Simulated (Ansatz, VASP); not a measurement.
Two plane-wave programs on Mg3Sb2

Contents of INCAR:

```
ALGO     = Normal         # electronic algorithm
EDIFF    = 1E-6           # SCF threshold, eV
ENCUT    = 600            # plane-wave cutoff, eV
GGA      = PE             # functional
GGA_COMPAT= F            
ISIF     = 2              # what is computed and relaxed
ISMEAR   = 0              # smearing method
LASPH    = T              # aspherical terms in the spheres
LCHARG   = F              # write CHGCAR
LREAL    = F              # projectors in reciprocal space
LWAVE    = F              # write WAVECAR
NBANDS   = 16             # bands
NELM     = 120            # most SCF steps
PREC     = Accurate       # precision mode
SIGMA    = 0.01           # smearing width, eV
```

Contents of KPOINTS:

```
k-points
0
Gamma
  12 12 6
```

The input POSCAR:

```
Mg3Sb2
1.0
    4.5938670597      0.0000000000      0.0000000000
   -2.2969335298      3.9784055753      0.0000000000
    0.0000000000      0.0000000000      7.4197609360
Mg Sb
3 2
Direct
    0.3333333333      0.6666666667      0.6310342064
    0.6666666667      0.3333333333      0.3689657936
    0.0000000000      0.0000000000      0.0000000000
    0.3333333333      0.6666666667      0.2273549629
    0.6666666667      0.3333333333      0.7726450371
```

Input for Ansatz:

```yaml
crystal:
  lattice:
    - [4.5938670597, 0.0, 0.0]
    - [-2.2969335298, 3.9784055753, 0.0]
    - [0.0, 0.0, 7.419760936]
  atoms:
    - { symbol: Mg, position: [0.3333333333, 0.6666666667, 0.6310342064] }
    - { symbol: Mg, position: [0.6666666667, 0.3333333333, 0.3689657936] }
    - { symbol: Mg, position: [0.0, 0.0, 0.0] }
    - { symbol: Sb, position: [0.3333333333, 0.6666666667, 0.2273549629] }
    - { symbol: Sb, position: [0.6666666667, 0.3333333333, 0.7726450371] }
basis:
  ecutwfc: 420
kpoints:
  mp_grid: { grid: [12, 12, 6] }
  band_path: { path: [VBM, CBM], npoints: 2 }
hamiltonian:
  xc: pbe
scf:
  occupations: { method: gaussian, width: 0.01 }
output:
  forces: true
  stress: true
  eigenvalues: true
checkpoint:
  read: start.run
  write: ck
  compress: false
  write_wavefunctions: false
  write_every: 100000
```

Alike in both runs: task single point; functional PBE; k mesh 12 × 12 × 6; occupations gaussian, width 0.01 eV; no spin polarisation.

|  | VASP | Ansatz |
| --- | --- | --- |
| version | VASP 6.6.1 | Ansatz 0.2.0 |
| potentials or method | VASP PAW PBE potentials, release 64 (Mg, Sb), cutoff 600 eV | scalar-relativistic, plane waves, PAW |
| valence electrons in the cell | 16 | 60 |

|  | VASP | Ansatz | Ansatz less VASP |
| --- | --- | --- | --- |
| gap on the k mesh at the Fermi level (eV) | 0.16 | 0.18 | +0.024 |
| least direct gap on the mesh (eV) | 1.02 | 1.03 | +0.007 |
| pressure (GPa) | -0.7 | -0.7 | -0.03 |
| traceless stress, the component that is largest in VASP (GPa) | -0.74 | -0.75 | -0.002 |
| rms of the force components (eV/Å) | 0.006 | 0.001 | -0.0051 |

Atom by atom the forces differ by 0.005 eV/Å (rms over components). With one functional, cell and mesh, what is left measures potentials, basis and numerics. VASP's potentials hold 16 valence electrons a cell and Ansatz's 60, so a difference there can come from the potentials and not from the codes.

Neither program's run includes spin-orbit coupling.
